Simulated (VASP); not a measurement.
Write the native input for VASP 6.6.1 that does the following.

```yaml
Task: single point
Functional: PBEsol
Potentials_or_basis: VASP PAW PBE potentials, release 64 (Cu)
Cutoff: 520 eV
k_mesh: 12 × 12 × 7
Occupations: fermi-dirac, width 0.05 eV
Spin: no spin polarisation
Dipole_correction: no
Further_INCAR_settings: ALGO = Fast; EDIFF = 1e-06; NBANDS = 18
```

The structure of Cu lies in POSCAR:

```
Cu
1.0
    2.5340966698     -0.0253409667      0.0000000000
   -1.2889942558      2.2072625750      0.0000000000
    0.0000000000      0.0000000000      4.1125710000
Cu
2
Direct
    0.6666666667      0.3333333333      0.7500000000
    0.3333333333      0.6666666667      0.2500000000
```

These files were run (other wordings do the same):

INCAR

```
ALGO = Fast
EDIFF = 1E-6
ENCUT = 520
GGA = PS
ISIF = 2
ISMEAR = -1
LASPH = T
LCHARG = F
LREAL = F
LWAVE = F
NBANDS = 18
NELM = 100
PREC = Accurate
SIGMA = 0.05
```

KPOINTS

```
k-points
0
Gamma
  12 12 7
```

Potentials or basis: VASP PAW PBE potentials, release 64 (Cu).

Run with:

```sh
$ cat potpaw_PBE.64/Cu/POTCAR > POTCAR
$ mpirun -np 1 vasp_std > vasp.out
```

Results of the run:

```yaml
Pressure: -0.8 GPa
Largest_force: 0.036 eV/Å
Band_gap_on_the_k_mesh: zero (bands 11 and 12 overlap by 5.86 eV)
```

Caveat: the PAW data sets were made with another functional, which shifts forces and pressure a little.

It took 3.4 min on 1 thread of AMD EPYC 7R13 (shared host), peak memory 0.18 GiB.
